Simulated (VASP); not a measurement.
# ZnAg (Pm-3m) in VASP: single point with LDA

Aim: the single point of ZnAg with LDA.

All numbers are computed with VASP 6.6.1; they aren't measurements. Logs are shortened: lines on timing, memory, paths and dates and some standing lists are left out, and cuts for length are marked.

**1. The cell of the first run**

Symmetry: Pm-3m, No. 221, cubic system. The conventional cell has a = 3.131 Å, b = 3.131 Å, c = 3.131 Å, α = 90.00°, β = 90.00°, γ = 90.00°. Within 3.6 Å of Zn (site symmetry m-3m) lie 8 Ag at 2.71 Å and 6 Zn at 3.13 Å. Ag (site symmetry m-3m) has 8 Zn at 2.71 Å and 6 Ag at 3.13 Å within 3.6 Å.

**2. Single point, LDA**

Input file INCAR:

```
SYSTEM = ZnAg
PREC     = Accurate       ! precision mode
ENCUT    = 520            ! plane-wave cutoff, eV
EDIFF    = 1E-7           ! SCF threshold, eV
ISMEAR   = -1             ! smearing method
SIGMA    = 0.1            ! smearing width, eV
LREAL    = .FALSE.        ! projectors in reciprocal space
LASPH    = .TRUE.         ! aspherical terms in the spheres
NELM     = 80             ! most SCF steps
ALGO     = Normal         ! electronic algorithm
ISIF     = 2              ! what is computed and relaxed
LWAVE    = .FALSE.        ! write WAVECAR
LCHARG   = .FALSE.        ! write CHGCAR
NBANDS   = 18             ! bands
```

Input file KPOINTS:

```
Automatic mesh
0
G
  11 11 11
  0 0 0
```

Input file POSCAR:

```
ZnAg
1.0
    3.1314410000      0.0000000000      0.0000000000
    0.0000000000      3.1314410000      0.0000000000
    0.0000000000      0.0000000000      3.1314410000
Zn Ag
1 1
Direct
    0.5000000000      0.5000000000      0.5000000000
    0.0000000000      0.0000000000      0.0000000000
```

Potentials or basis: VASP PAW LDA potentials, release 64 (Zn, Ag).

Launch:

```bash
$ cat potpaw_LDA.64/Zn/POTCAR potpaw_LDA.64/Ag/POTCAR > POTCAR
$ mpirun -np 1 vasp_std > vasp.out
```

OUTCAR:

```text
SYSTEM = ZnAg
   PREC = Accurate
   ENCUT = 520
   EDIFF = 1E-7
   ISMEAR = -1
   LREAL = .FALSE.
   LASPH = .TRUE.
   NELM = 80
   ISIF = 2

 ion  position               nearest neighbor table
   1  0.500  0.500  0.500-   2 2.71   2 2.71   2 2.71   2 2.71   2 2.71   2 2.71   2 2.71   2 2.71

   2  0.000  0.000  0.000-   1 2.71   1 2.71   1 2.71   1 2.71   1 2.71   1 2.71   1 2.71   1 2.71

  LATTYP: Found a simple cubic cell.
 ALAT       =     3.1314410000

  Lattice vectors:

 A1 = (   3.1314410000,   0.0000000000,   0.0000000000)
 A2 = (   0.0000000000,   3.1314410000,   0.0000000000)
 A3 = (   0.0000000000,   0.0000000000,   3.1314410000)

Analysis of symmetry for initial positions (statically):
=====================================================================
 Subroutine PRICEL returns:
 Original cell was already a primitive cell.

 Routine SETGRP: Setting up the symmetry group for a
 simple cubic supercell.

 Subroutine GETGRP returns: Found 48 space group operations
 (whereof 48 operations were pure point group operations)
 out of a pool of 48 trial point group operations.

The static configuration has the point symmetry O_h .

Analysis of symmetry for dynamics (positions and initial velocities):
=====================================================================
 Subroutine PRICEL returns:
 Original cell was already a primitive cell.

 Routine SETGRP: Setting up the symmetry group for a
 simple cubic supercell.

 Subroutine GETGRP returns: Found 48 space group operations
 (whereof 48 operations were pure point group operations)
 out of a pool of 48 trial point group operations.

The dynamic configuration has the point symmetry O_h .

 Subroutine INISYM returns: Found 48 space group operations
 (whereof 48 operations are pure point group operations),
 and found     1 'primitive' translations

----------------------------------------------------------------------------------------

                                     Primitive cell

  volume of cell :      30.7067

  direct lattice vectors                    reciprocal lattice vectors
     3.131441000  0.000000000  0.000000000     0.319341798  0.000000000  0.000000000
     0.000000000  3.131441000  0.000000000     0.000000000  0.319341798  0.000000000
     0.000000000  0.000000000  3.131441000     0.000000000  0.000000000  0.319341798

  length of vectors
     3.131441000  3.131441000  3.131441000     0.319341798  0.319341798  0.319341798

  position of ions in fractional coordinates (direct lattice)
     0.500000000  0.500000000  0.500000000
     0.000000000  0.000000000  0.000000000

  ion indices of the primitive-cell ions
   primitive index   ion index
                 1           1
                 2           2

----------------------------------------------------------------------------------------

 KPOINTS: Automatic mesh

Automatic generation of k-mesh.
 Grid dimensions read from file:
 generate k-points for:   11   11   11

 Generating k-lattice:

  Cartesian coordinates                     Fractional coordinates (reciprocal lattice)
     0.029031073  0.000000000  0.000000000     0.090909091  0.000000000  0.000000000
     0.000000000  0.029031073  0.000000000     0.000000000  0.090909091  0.000000000
     0.000000000  0.000000000  0.029031073     0.000000000  0.000000000  0.090909091

  Length of vectors
     0.029031073  0.029031073  0.029031073

  Shift w.r.t. Gamma in fractional coordinates (k-lattice)
     0.000000000  0.000000000  0.000000000

 Subroutine IBZKPT returns following result:
 ===========================================

 Found     56 irreducible k-points:

 Following reciprocal coordinates:
            Coordinates               Weight
  0.000000  0.000000  0.000000      1.000000
  0.090909  0.000000  0.000000      6.000000
  0.181818  0.000000  0.000000      6.000000
  0.272727  0.000000  0.000000      6.000000
  0.363636  0.000000  0.000000      6.000000
  0.454545  0.000000  0.000000      6.000000
[... 16 lines left out ...]
  0.181818  0.090909  0.090909     24.000000
  0.272727  0.090909  0.090909     24.000000
 [... further k-points ...]
   k-points           NKPTS =     56   k-points in BZ     NKDIM =     56   number of bands    NBANDS=     18
   number of dos      NEDOS =    301   number of ions     NIONS =      2
   total plane-waves  NPLWV =  13824
   dimension x,y,z NGX =    24 NGY =   24 NGZ =   24
   dimension x,y,z NGXF=    48 NGYF=   48 NGZF=   48
   ions per type =               1   1
   NGX,Y,Z   is equivalent  to a cutoff of  12.74, 12.74, 12.74 a.u.
   NGXF,Y,Z  is equivalent  to a cutoff of  25.48, 25.48, 25.48 a.u.
 SYSTEM =  ZnAg
   PREC   = accura    normal or accurate (medium, high low for compatibility)
   ISTART =      0    job   : 0-new  1-cont  2-samecut
   ICHARG =      2    charge: 1-file 2-atom 10-const
   ISPIN  =      1    spin polarized calculation?
   LNONCOLLINEAR =      F non collinear calculations
   LSORBIT =      F    spin-orbit coupling
   LASPH  =      T    aspherical Exc in radial PAW
   ENCUT  =  520.0 eV  38.22 Ry    6.18 a.u.   5.82  5.82  5.82*2*pi/ulx,y,z
   NELM   =     80;   NELMIN=  2; NELMDL= -5     # of ELM steps
   EDIFF  = 0.1E-06   stopping-criterion for ELM
   LREAL  =      F    real-space projection
   EDIFFG = 0.1E-05   stopping-criterion for IOM
   NSW    =      0    number of steps for IOM
   IBRION =     -1    ionic relax: 0-MD 1-quasi-New 2-CG
   NFREE  =      0    steps in history (QN), initial steepest desc. (CG)
   ISIF   =      2    stress and relaxation
   ISYM   =      2    0-nonsym 1-usesym 2-fastsym
   POTIM  = 0.5000    time-step for ionic-motion
   TEBEG  =    0.0;   TEEND  =   0.0 temperature during run
   PSTRESS=    0.0 pullay stress
   NELECT =      23.0000    total number of electrons
   NUPDOWN=      -1.0000    fix difference up-down
   EMIN   =  10.00;   EMAX   =-10.00  energy-range for DOS
   EFERMI =   0.00;   METHOD = LEGACY
   ISMEAR =    -1;   SIGMA  =   0.10  broadening in eV -4-tet -1-fermi 0-gaus
   EFERMI_NEDOS =   21; number of points for ismear=-14 and -15
   IALGO  =     38    algorithm
   IMIX   =      4    mixing-type and parameters
     AMIX     =   0.40;   BMIX     =  1.00
     AMIX_MAG =   1.60;   BMIX_MAG =  1.00
  volume/ion in A,a.u.               =      15.35       103.61
  Fermi-wavevector in a.u.,A,eV,Ry     =   1.486757  2.809563 30.074933  2.210445
  Thomas-Fermi vector in A             =   2.600003
   LORBIT       =      0    0 simple, 1 ext, 2 COOP (PROOUT), +10 PAW based schemes
   GGA     = CA    functional components
   LHFCALC =     F    Hartree Fock is set to
   AEXX    =    0.0000 exact exchange contribution
   IVDW    =     0    specifies the selected vdW correction
   LEPSILON=     F    determine dielectric tensor
   LRPA    =     F    only Hartree local field effects (RPA)
 non-spin polarized calculation
  energy-cutoff  :      520.00
  volume of cell :       30.71
 maximum number of plane-waves:       846
 NGX is ok and might be reduce to    24
   NGX = 11   NGY = 11   NGZ = 11

 number of electron      22.9999987 magnetization

 Free energy of the ion-electron system (eV)
  ---------------------------------------------------
  ext. energy  EPLUGINS =         0.00000000
  ---------------------------------------------------
  free energy    TOTEN  =        -5.77448551 eV

  energy without entropy =       -5.75928787  energy(sigma->0) =       -5.76688669

 E-fermi :   6.3411     XC(G=0): -12.5518

 val. band max:        6.3293467240   @ k =   0.4545   0.4545   0.2727
 cond. band min:       6.6686600882   @ k =   0.4545   0.3636   0.2727
 fundamental gap:      0.3393133642
 Fermi energy:         6.3410859477

 k-point     1 :       0.0000    0.0000    0.0000
  band No.  band energies     occupation
      1      -3.2868      2.00000
      2      -1.6871      2.00000
      3      -1.6871      2.00000
      4      -1.0705      2.00000
      5      -1.0705      2.00000
      6      -1.0705      2.00000
[... 10 lines left out ...]
     17      17.7303      0.00000
     18      25.7946      0.00000

 k-point     2 :       0.0909    0.0000    0.0000
  band No.  band energies     occupation
      1      -3.1481      2.00000
      2      -1.6603      2.00000
      3      -1.6488      2.00000
      4      -1.0729      2.00000
      5      -1.0729      2.00000
      6      -1.0594      2.00000
[... 10 lines left out ...]
     17      18.7370      0.00000
     18      25.2048      0.00000

 k-point     3 :       0.1818    0.0000    0.0000
  band No.  band energies     occupation
      1      -2.7429      2.00000
      2      -1.5858      2.00000
      3      -1.5431      2.00000
      4      -1.0787      2.00000
      5      -1.0787      2.00000
      6      -1.0293      2.00000
[... 10 lines left out ...]
     17      21.2753      0.00000
     18      24.1461      0.00000

 k-point     4 :       0.2727    0.0000    0.0000
  band No.  band energies     occupation
      1      -2.1205      2.00000
      2      -1.4814      2.00000
      3      -1.3821      2.00000
      4      -1.0845      2.00000
      5      -1.0845      2.00000
      6      -0.9887      2.00000
[... 10 lines left out ...]
     17      22.3055      0.00000
     18      22.3055      0.00000

 k-point     5 :       0.3636    0.0000    0.0000
  band No.  band energies     occupation
      1      -1.5368      2.00000
      2      -1.3770      2.00000
      3      -1.0878      2.00000
      4      -1.0878      2.00000
      5      -1.0254      2.00000
      6      -0.9504      2.00000
[... 10 lines left out ...]
     17      20.3070      0.00000
     18      20.3070      0.00000

 k-point     6 :       0.4545    0.0000    0.0000
  band No.  band energies     occupation
      1      -1.3658      2.00000
      2      -1.3100      2.00000
      3      -1.0887      2.00000
      4      -1.0887      2.00000
      5      -0.9272      2.00000
      6      -0.3740      2.00000
[... 307 lines left out ...]
 k-point    21 :       0.4545    0.4545    0.0000
  band No.  band energies     occupation
      1      -1.7300      2.00000
      2      -1.7160      2.00000
      3      -1.3665      2.00000
      4      -1.3539      2.00000
      5      -0.7726      2.00000
      6       0.0137      2.00000
[... 10 lines left out ...]
     17      19.8107      0.00000
     18      21.7945      0.00000

 k-point    22 :       0.0909    0.0909    0.0909
  band No.  band energies     occupation
      1      -2.8789      2.00000
      2      -1.5930      2.00000
      3      -1.5930      2.00000
      4      -1.0961      2.00000
      5      -1.0961      2.00000
      6      -1.0136      2.00000
[... 10 lines left out ...]
     17      18.8292      0.00000
     18      23.9601      0.00000

 k-point    23 :       0.1818    0.0909    0.0909
  band No.  band energies     occupation
      1      -2.4950      2.00000
      2      -1.5295      2.00000
      3      -1.4908      2.00000
      4      -1.1167      2.00000
      5      -1.1054      2.00000
      6      -0.9863      2.00000
[... 10 lines left out ...]
     17      21.3952      0.00000
     18      22.2609      0.00000

 k-point    24 :       0.2727    0.0909    0.0909
  band No.  band energies     occupation
      1      -1.9382      2.00000
      2      -1.4412      2.00000
      3      -1.3460      2.00000
      4      -1.1168      2.00000
      5      -1.0949      2.00000
      6      -0.9621      2.00000
[... 10 lines left out ...]
     17      20.1774      0.00000
     18      20.8019      0.00000

 [... further k-points ...]
[... 5 lines left out ...]
  --------------------------------------------------------------------------------------
  -------------------------------------------------------------------------------------
  Total       -1.0841561     -1.0841561     -1.0841561      0.0000000      0.0000000      0.0000000
  in kB      -56.5678519    -56.5678519    -56.5678519      0.0000000      0.0000000      0.0000000
  external PRESSURE =     -56.5678519 kB  Pullay stress =       0.0000000 kB

 VOLUME and BASIS-vectors are now :
 -----------------------------------------------------------------------------
  energy-cutoff  :      520.00
  volume of cell :       30.71
      direct lattice vectors                 reciprocal lattice vectors
     3.131441000  0.000000000  0.000000000     0.319341798  0.000000000  0.000000000
     0.000000000  3.131441000  0.000000000     0.000000000  0.319341798  0.000000000
     0.000000000  0.000000000  3.131441000     0.000000000  0.000000000  0.319341798

 POSITION                                       TOTAL-FORCE (eV/Angst)
 -----------------------------------------------------------------------------------
      1.56572      1.56572      1.56572         0.000000      0.000000      0.000000
      0.00000      0.00000      0.00000         0.000000      0.000000      0.000000
 -----------------------------------------------------------------------------------
    total drift:                                0.000000      0.000000     -0.000000

  FREE ENERGIE OF THE ION-ELECTRON SYSTEM (eV)
  ---------------------------------------------------
  free  energy   TOTEN  =        -5.7744855135 eV

  energy  without entropy=       -5.7592878741  energy(sigma->0) =       -5.76688669
```

It took 7.1 s on 1 thread of Intel Xeon 6975P-C (Granite Rapids), shared host; peak memory 0.14 GiB.

What came out:

```
Free energy : -5.7745 eV
Pressure    : -5.7 GPa
```
